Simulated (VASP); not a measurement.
**CuO (Tenorite): single point with PBEsol**

CuO (Tenorite):

```
Cu O
1.0
     2.30215   -1.68229    0.00000
     2.30215    1.68229    0.00000
    -0.83562    0.00000    4.97213
Cu O
2 2
Cartesian
  1.1511 0.8411 0.0000
  0.7333 -0.8411 2.4861
  2.0932 -0.2745 1.2430
  1.6754 0.2745 3.7291
```

| Quantity | Value |
| --- | --- |
| Program | VASP 6.6.1 |
| Task | single point |
| Functional | PBEsol |
| Potentials or basis | VASP PAW PBE potentials, release 64 (Cu, O) |
| Cutoff | 520 eV |
| k mesh | 10 × 10 × 6 |
| Occupations | gaussian, width 0.1 eV |
| Spin | no spin polarisation |

```json
{"Pressure": "8.1 GPa", "Largest force": "0.151 eV/Å", "Band gap on the k mesh": "zero (band 17 reaches 6.56 eV, above the bottom of band 18 at 5.84 eV)"}
```

Forces in eV/Å, atoms in the order of the input:
```
Cu   0.000  0.000  0.000
Cu   0.000  0.000  0.000
O    0.000  0.151  0.000
O    0.000 -0.151  0.000
```

Stress tensor (GPa, compression positive):
```
 8.20  0.00 -1.94
 0.00  7.94  0.00
-1.94  0.00  8.28
```

Levels at points of the mesh, in eV from the Fermi level:
```
           k point  band 14  band 15  band 16  band 17  band 18  band 19  band 20  band 21
(0.00, 0.00, 0.00)    -2.38    -2.32    -1.77     0.22     0.99     1.86     5.96     8.42
(0.50, 0.00, 0.00)    -1.72    -1.63    -1.51    -0.01     0.24     4.74     6.42     7.15
(0.50, 0.50, 0.00)    -2.29    -1.73    -1.30    -0.70     1.12     3.08     7.21     8.51
(0.00, 0.00, 0.50)    -2.38    -1.63    -1.63     0.23     0.23     4.06     4.06    11.80
(0.50, 0.00, 0.50)    -2.30    -1.84    -1.71    -0.08     0.79     5.02     6.72     8.04
(0.50, 0.50, 0.50)    -1.78    -1.40    -1.40    -0.44    -0.44     5.06     5.06     9.25
```

Wall time 60 s on 1 thread of Intel(R) Xeon(R) 6975P-C (Granite Rapids), on a shared host, peak memory 0.26 GiB.

Caveat: the PAW data sets were made with another functional, which shifts forces and pressure a little; semilocal functionals often make such compounds metallic where correlation or magnetic order opens a gap, which also shifts bond lengths. With open d or f shells a metallic result of PBEsol can be an artefact of self-interaction; +U or a hybrid may open a gap.
